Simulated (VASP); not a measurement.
Write the native input for VASP 6.6.1 that does the following.

- Task: single point
- Functional: PBE
- Potentials or basis: VASP PAW PBE potentials, release 64 (Co)
- Cutoff: 520 eV
- k mesh: 1 × 1 × 27
- Occupations: gaussian, width 0.05 eV
- Spin: collinear spin, ferromagnetic start
- Starting moments: [1.84, 1.84] μB
- Dipole correction: no
- Further INCAR settings: ALGO = Normal; EDIFF = 1e-06; NBANDS = 20

The structure of Co lies in POSCAR:

```
Co
1.0
   11.0000000000      0.0000000000      0.0000000000
    0.0000000000      9.3000000000      0.0000000000
    0.0000000000      0.0000000000      2.3240226202
Co
2
Direct
    0.4117303764      0.5000000000      0.0000000000
    0.5882696236      0.5000000000      0.5000000000
```

These files were run (other wordings do the same):

INCAR

```
SYSTEM = Co
PREC = Accurate
ENCUT = 520
EDIFF = 1E-6
ISMEAR = 0
SIGMA = 0.05
LREAL = .False.
LASPH = .True.
NELM = 150
ALGO = Normal
ISIF = 2
LWAVE = .False.
LCHARG = .False.
ISPIN = 2
MAGMOM = 1.84 1.84
LORBIT = 11
LMAXMIX = 4
GGA = PE
NBANDS = 20
```

KPOINTS

```
Automatic mesh
0
Gamma
  1 1 27
  0 0 0
```

Potentials or basis: VASP PAW PBE potentials, release 64 (Co).

The run is started by

```bash
$ cat potpaw_PBE.64/Co/POTCAR > POTCAR
$ mpirun -np 1 vasp_std > vasp.out
```

Results of the run:

- Largest force: 0.028 eV/Å
- Net moment: 4.18 μB per cell
- Site moments: Co +1.98 μB
- Valence electrons inside the program's atomic spheres: Co 8.05

Run time: 110 s on 1 thread of Intel(R) Xeon(R) Platinum 8375C CPU @ 2.90GHz (Ice Lake), with other jobs on the host, peak memory 0.41 GiB.
